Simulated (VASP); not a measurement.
# Hg (P6_3/mmc) in VASP: a series of runs

Runs on Hg. Level: PBEsol. Tasks: single point.

All numbers are computed with VASP 6.6.1; they aren't measurements. Logs are shortened: lines on timing, memory, paths and dates and some standing lists are left out, and cuts for length are marked.

### 1 The cell of the first run

It takes space group P6_3/mmc (No. 194, hexagonal). Conventional cell: a = 3.509 Å, b = 3.509 Å, c = 5.340 Å, α = 90.00°, β = 90.00°, γ = 120.00°. Hg (site symmetry -6m2) has 12 Hg at 3.35 to 3.51 Å within 4.4 Å.

### 2 Single point, PBEsol

The input, INCAR:

```
SYSTEM = Hg
ALGO     = Fast           ! electronic algorithm
EDIFF    = 1E-7           ! SCF threshold, eV
ENCUT    = 520            ! plane-wave cutoff, eV
GGA      = PS             ! functional
ISIF     = 2              ! what is computed and relaxed
ISMEAR   = 0              ! smearing method
LASPH    = .TRUE.         ! aspherical terms in the spheres
LCHARG   = .FALSE.        ! write CHGCAR
LREAL    = .FALSE.        ! projectors in reciprocal space
LWAVE    = .FALSE.        ! write WAVECAR
NBANDS   = 19             ! bands
NELM     = 60             ! most SCF steps
PREC     = Accurate       ! precision mode
SIGMA    = 0.15           ! smearing width, eV
```

The input, KPOINTS:

```
k-points
0
G
  18 18 10
  0 0 0
```

The input, POSCAR:

```
Hg
1.0
    3.5092375818      0.0000000000      0.0000000000
   -1.7546187909      3.0390888938      0.0000000000
    0.0000000000      0.0000000000      5.3402203359
Hg
2
Direct
    0.6666666667      0.3333333333      0.7500000000
    0.3333333333      0.6666666667      0.2500000000
```

Potentials or basis: VASP PAW PBE potentials, release 64 (Hg).

On the command line:

```sh
$ cat potpaw_PBE.64/Hg/POTCAR > POTCAR
$ mpirun -np 1 vasp_std > vasp.out
```

OUTCAR:

```text
SYSTEM = Hg
   EDIFF = 1E-7
   ENCUT = 520
   GGA = PS
   ISIF = 2
   ISMEAR = 0
   LASPH = .TRUE.
   LREAL = .FALSE.
   NELM = 60
   PREC = Accurate

 ion  position               nearest neighbor table
   1  0.667  0.333  0.750-   2 3.35   2 3.35   2 3.35   2 3.35   2 3.35   2 3.35
   2  0.333  0.667  0.250-   1 3.35   1 3.35   1 3.35   1 3.35   1 3.35   1 3.35

  LATTYP: Found a hexagonal cell.
 ALAT       =     3.5092375818
 C/A-ratio  =     1.5217608416

  Lattice vectors:

 A1 = (   3.5092375818,   0.0000000000,   0.0000000000)
 A2 = (  -1.7546187909,   3.0390888938,   0.0000000000)
 A3 = (   0.0000000000,   0.0000000000,   5.3402203359)

Analysis of symmetry for initial positions (statically):
=====================================================================
 Subroutine PRICEL returns:
 Original cell was already a primitive cell.

 Routine SETGRP: Setting up the symmetry group for a
 hexagonal supercell.

 Subroutine GETGRP returns: Found 24 space group operations
 (whereof 12 operations were pure point group operations)
 out of a pool of 24 trial point group operations.

The static configuration has the point symmetry D_3d.
 The point group associated with its full space group is D_6h.

Analysis of symmetry for dynamics (positions and initial velocities):
=====================================================================
 Subroutine PRICEL returns:
 Original cell was already a primitive cell.

 Routine SETGRP: Setting up the symmetry group for a
 hexagonal supercell.

 Subroutine GETGRP returns: Found 24 space group operations
 (whereof 12 operations were pure point group operations)
 out of a pool of 24 trial point group operations.

The dynamic configuration has the point symmetry D_3d.
 The point group associated with its full space group is D_6h.

 Subroutine INISYM returns: Found 24 space group operations
 (whereof 12 operations are pure point group operations),
 and found     1 'primitive' translations

----------------------------------------------------------------------------------------

                                     Primitive cell

  volume of cell :      56.9528

  direct lattice vectors                    reciprocal lattice vectors
     3.509237582  0.000000000  0.000000000     0.284962182  0.164522993  0.000000000
    -1.754618791  3.039088894  0.000000000     0.000000000  0.329045985  0.000000000
     0.000000000  0.000000000  5.340220336     0.000000000  0.000000000  0.187258191

  length of vectors
     3.509237582  3.509237582  5.340220336     0.329045985  0.329045985  0.187258191

  position of ions in fractional coordinates (direct lattice)
     0.666666667  0.333333333  0.750000000
     0.333333333  0.666666667  0.250000000

  ion indices of the primitive-cell ions
   primitive index   ion index
                 1           1
                 2           2

----------------------------------------------------------------------------------------

 KPOINTS: k-points

Automatic generation of k-mesh.
 Grid dimensions read from file:
 generate k-points for:   18   18   10

 Generating k-lattice:

  Cartesian coordinates                     Fractional coordinates (reciprocal lattice)
     0.015831232  0.009140166  0.000000000     0.055555556  0.000000000  0.000000000
     0.000000000  0.018280333  0.000000000     0.000000000  0.055555556  0.000000000
     0.000000000  0.000000000  0.018725819     0.000000000  0.000000000  0.100000000

  Length of vectors
     0.018280333  0.018280333  0.018725819

  Shift w.r.t. Gamma in fractional coordinates (k-lattice)
     0.000000000  0.000000000  0.000000000

 Subroutine IBZKPT returns following result:
 ===========================================

 Found    222 irreducible k-points:

 Following reciprocal coordinates:
            Coordinates               Weight
  0.000000  0.000000  0.000000      1.000000
  0.055556  0.000000  0.000000      6.000000
  0.111111  0.000000  0.000000      6.000000
  0.166667 -0.000000  0.000000      6.000000
  0.222222 -0.000000  0.000000      6.000000
  0.277778 -0.000000  0.000000      6.000000
[... 16 lines left out ...]
  0.333333  0.111111  0.000000     12.000000
  0.388889  0.111111  0.000000     12.000000
 [... further k-points ...]
   k-points           NKPTS =    222   k-points in BZ     NKDIM =    222   number of bands    NBANDS=     19
   number of dos      NEDOS =    301   number of ions     NIONS =      2
   total plane-waves  NPLWV =  31360
   dimension x,y,z NGX =    28 NGY =   28 NGZ =   40
   dimension x,y,z NGXF=    56 NGYF=   56 NGZF=   80
   ions per type =               2
   NGX,Y,Z   is equivalent  to a cutoff of  13.26, 13.26, 12.45 a.u.
   NGXF,Y,Z  is equivalent  to a cutoff of  26.53, 26.53, 24.90 a.u.
 SYSTEM =  Hg
   PREC   = accura    normal or accurate (medium, high low for compatibility)
   ISTART =      0    job   : 0-new  1-cont  2-samecut
   ICHARG =      2    charge: 1-file 2-atom 10-const
   ISPIN  =      1    spin polarized calculation?
   LNONCOLLINEAR =      F non collinear calculations
   LSORBIT =      F    spin-orbit coupling
   LASPH  =      T    aspherical Exc in radial PAW
   ENCUT  =  520.0 eV  38.22 Ry    6.18 a.u.   6.52  6.52  9.93*2*pi/ulx,y,z
   NELM   =     60;   NELMIN=  2; NELMDL= -5     # of ELM steps
   EDIFF  = 0.1E-06   stopping-criterion for ELM
   LREAL  =      F    real-space projection
   EDIFFG = 0.1E-05   stopping-criterion for IOM
   NSW    =      0    number of steps for IOM
   IBRION =     -1    ionic relax: 0-MD 1-quasi-New 2-CG
   NFREE  =      0    steps in history (QN), initial steepest desc. (CG)
   ISIF   =      2    stress and relaxation
   ISYM   =      2    0-nonsym 1-usesym 2-fastsym
   POTIM  = 0.5000    time-step for ionic-motion
   TEBEG  =    0.0;   TEEND  =   0.0 temperature during run
   PSTRESS=    0.0 pullay stress
   NELECT =      24.0000    total number of electrons
   NUPDOWN=      -1.0000    fix difference up-down
   EMIN   =  10.00;   EMAX   =-10.00  energy-range for DOS
   EFERMI =   0.00;   METHOD = LEGACY
   ISMEAR =     0;   SIGMA  =   0.15  broadening in eV -4-tet -1-fermi 0-gaus
   EFERMI_NEDOS =   21; number of points for ismear=-14 and -15
   IALGO  =     68    algorithm
   IMIX   =      4    mixing-type and parameters
     AMIX     =   0.40;   BMIX     =  1.00
     AMIX_MAG =   1.60;   BMIX_MAG =  1.00
  volume/ion in A,a.u.               =      28.48       192.17
  Fermi-wavevector in a.u.,A,eV,Ry     =   1.227364  2.319382 20.496128  1.506423
  Thomas-Fermi vector in A             =   2.362330
   LORBIT       =      0    0 simple, 1 ext, 2 COOP (PROOUT), +10 PAW based schemes
   GGA     = PS    functional components
   LHFCALC =     F    Hartree Fock is set to
   AEXX    =    0.0000 exact exchange contribution
   IVDW    =     0    specifies the selected vdW correction
   LEPSILON=     F    determine dielectric tensor
   LRPA    =     F    only Hartree local field effects (RPA)
 non-spin polarized calculation
 RMM-DIIS sequential band-by-band and
 Gauss-broadening in eV      SIGMA  =   0.15
  energy-cutoff  :      520.00
  volume of cell :       56.95
 maximum number of plane-waves:      1580
 NGX is ok and might be reduce to    28

 number of electron      24.0000004 magnetization

 Free energy of the ion-electron system (eV)
  ---------------------------------------------------
  ext. energy  EPLUGINS =         0.00000000
  ---------------------------------------------------
  free energy    TOTEN  =        -1.00898805 eV

  energy without entropy =       -1.00603751  energy(sigma->0) =       -1.00751278

 E-fermi :   0.8490     XC(G=0): -10.0343

 val. band max:        0.8117537529   @ k =   0.2222   0.1667   0.0000
 cond. band min:       0.8599504923   @ k =   0.2222   0.2222   0.0000
 fundamental gap:      0.0481967394
 Fermi energy:         0.8490007581

 k-point     1 :       0.0000    0.0000    0.0000
  band No.  band energies     occupation
      1      -6.4812      2.00000
      2      -5.8008      2.00000
      3      -5.1539      2.00000
      4      -5.1539      2.00000
      5      -5.0785      2.00000
      6      -5.0438      2.00000
[... 11 lines left out ...]
     18      13.5948      0.00000
     19      14.1473      0.00000

 k-point     2 :       0.0556    0.0000    0.0000
  band No.  band energies     occupation
      1      -6.4266      2.00000
      2      -5.7788      2.00000
      3      -5.1836      2.00000
      4      -5.1353      2.00000
      5      -5.0556      2.00000
      6      -5.0544      2.00000
[... 11 lines left out ...]
     18      14.1842      0.00000
     19      14.5533      0.00000

 k-point     3 :       0.1111    0.0000    0.0000
  band No.  band energies     occupation
      1      -6.2685      2.00000
      2      -5.7208      2.00000
      3      -5.2276      2.00000
      4      -5.0923      2.00000
      5      -5.0840      2.00000
      6      -5.0813      2.00000
[... 11 lines left out ...]
     18      14.2622      0.00000
     19      14.9994      0.00000

 k-point     4 :       0.1667   -0.0000    0.0000
  band No.  band energies     occupation
      1      -6.0322      2.00000
      2      -5.6536      2.00000
      3      -5.2467      2.00000
      4      -5.1563      2.00000
      5      -5.1264      2.00000
      6      -5.0518      2.00000
[... 407 lines left out ...]
     18      11.3828      0.00000
     19      12.6460      0.00000

 k-point    23 :       0.3333    0.1111    0.0000
  band No.  band energies     occupation
      1      -5.6681      2.00000
      2      -5.5611      2.00000
      3      -5.5391      2.00000
      4      -5.2780      2.00000
      5      -4.9272      2.00000
      6      -4.9097      2.00000
[... 11 lines left out ...]
     18      11.0400      0.00000
     19      12.3706      0.00000

 k-point    24 :       0.3889    0.1111    0.0000
  band No.  band energies     occupation
      1      -5.6976      2.00000
      2      -5.6108      2.00000
      3      -5.5471      2.00000
      4      -5.2920      2.00000
      5      -4.9330      2.00000
      6      -4.8801      2.00000
[... 11 lines left out ...]
     18      10.8246      0.00000
     19      12.2051      0.00000

 [... further k-points ...]

------------------------ aborting loop because EDIFF is reached ----------------------------------------

  FORCE on cell =-STRESS in cart. coord.  units (eV):
  Direction    XX          YY          ZZ          XY          YZ          ZX
  --------------------------------------------------------------------------------------
  -------------------------------------------------------------------------------------
  Total       -0.8547168     -0.8547168     -0.8486393      0.0000000      0.0000000      0.0000000
  in kB      -24.0445959    -24.0445959    -23.8736238      0.0000000      0.0000000      0.0000000
  external PRESSURE =     -23.9876052 kB  Pullay stress =       0.0000000 kB

 VOLUME and BASIS-vectors are now :
 -----------------------------------------------------------------------------
  energy-cutoff  :      520.00
  volume of cell :       56.95
      direct lattice vectors                 reciprocal lattice vectors
     3.509237582  0.000000000  0.000000000     0.284962182  0.164522993  0.000000000
    -1.754618791  3.039088894  0.000000000     0.000000000  0.329045985  0.000000000
     0.000000000  0.000000000  5.340220336     0.000000000  0.000000000  0.187258191

 POSITION                                       TOTAL-FORCE (eV/Angst)
 -----------------------------------------------------------------------------------
      1.75462      1.01303      4.00517        -0.000000     -0.000000      0.000000
     -0.00000      2.02606      1.33506         0.000000      0.000000      0.000000
 -----------------------------------------------------------------------------------
    total drift:                               -0.000000      0.000000     -0.000000

  FREE ENERGIE OF THE ION-ELECTRON SYSTEM (eV)
  ---------------------------------------------------
  free  energy   TOTEN  =        -1.0089880453 eV

  energy  without entropy=       -1.0060375052  energy(sigma->0) =       -1.00751278
```

Wall time 2.6 min (1 thread of Intel Xeon 8259CL, shared host); peak memory 0.32 GiB.

What came out:

* Free energy: -1.0090 eV
* Pressure: -2.4 GPa
* Band gap on the k mesh: zero (bands 12 and 13 overlap by 0.25 eV)

Levels at points of the mesh, in eV from the Fermi level:
```csv
k point,band 10,band 11,band 12,band 13,band 14,band 15
"(0.00, 0.00, 0.00)",-5.29,-5.29,-0.91,-0.24,10.49,10.49
"(0.50, 0.00, 0.00)",-5.18,-2.43,-1.82,2.76,3.64,4.23
"(0.00, 0.00, 0.50)",-5.45,-5.44,-5.44,7.21,7.21,11.58
"(0.50, 0.00, 0.50)",-5.29,-1.25,-1.25,0.27,0.27,8.21
```

Caveat: the PAW data sets were made with another functional, which shifts forces and pressure a little; spin-orbit coupling is left out, which moves the levels of the heavy elements.

### 3 Single point, PBEsol

This run uses another cell than the first one, of the same volume but with other edges.

The input, INCAR:

```
SYSTEM = Hg
PREC = Accurate
ENCUT = 520
EDIFF = 1E-6
ISMEAR = 0
SIGMA = 0.15
LREAL = .FALSE.
LASPH = .TRUE.
NELM = 100
ALGO = Fast
ISIF = 2
LWAVE = .FALSE.
LCHARG = .FALSE.
GGA = PS
NBANDS = 19
```

The input, KPOINTS:

```
Automatic mesh
0
G
  18 18 10
  0 0 0
```

The input, POSCAR:

```
Hg
1.0
    3.4059642335      0.0000000000      0.0000000000
   -1.7029821168      2.9496515506      0.0000000000
    0.0000000000      0.0000000000      5.6689751546
Hg
2
Direct
    0.6666666667      0.3333333333      0.7500000000
    0.3333333333      0.6666666667      0.2500000000
```

Potentials or basis: VASP PAW PBE potentials, release 64 (Hg).

On the command line:

```sh
$ cat potpaw_PBE.64/Hg/POTCAR > POTCAR
$ mpirun -np 1 vasp_std > vasp.out
```

Run time: 2.5 min. Hardware: 1 thread of Intel Xeon 8259CL, shared host; peak memory 0.32 GiB.

Results (log left out):

| Property | Result |
| --- | --- |
| Free energy | -1.0029 eV |
| Pressure | -2.4 GPa |
| Band gap on the k mesh | zero (bands 12 and 13 overlap by 0.54 eV) |

Stress tensor (GPa, compression positive):
```
-2.20  0.00  0.00
 0.00 -2.20  0.00
 0.00  0.00 -2.87
```

Levels at points of the mesh, in eV from the Fermi level:
| k point | band 9 | band 10 | band 11 | band 12 | band 13 | band 14 | band 15 | band 16 |
| --- | --- | --- | --- | --- | --- | --- | --- | --- |
| (0.00, 0.00, 0.00) | -5.67 | -5.24 | -5.24 | -1.68 | -0.54 | 11.68 | 11.68 | 13.00 |
| (0.50, 0.00, 0.00) | -5.16 | -5.11 | -1.97 | -1.44 | 2.33 | 3.06 | 4.16 | 6.74 |
| (0.00, 0.00, 0.50) | -5.39 | -5.39 | -5.39 | -5.39 | 5.88 | 5.88 | 12.61 | 12.61 |
| (0.50, 0.00, 0.50) | -5.13 | -5.13 | -0.96 | -0.96 | 0.33 | 0.33 | 8.76 | 8.76 |

Caveat: the PAW data sets were made with another functional, which shifts forces and pressure a little; spin-orbit coupling is left out, which moves the levels of the heavy elements.

[end of part 1 of 2]

The gap in the log of VASP goes by the Fermi energy; the results here count the filled bands.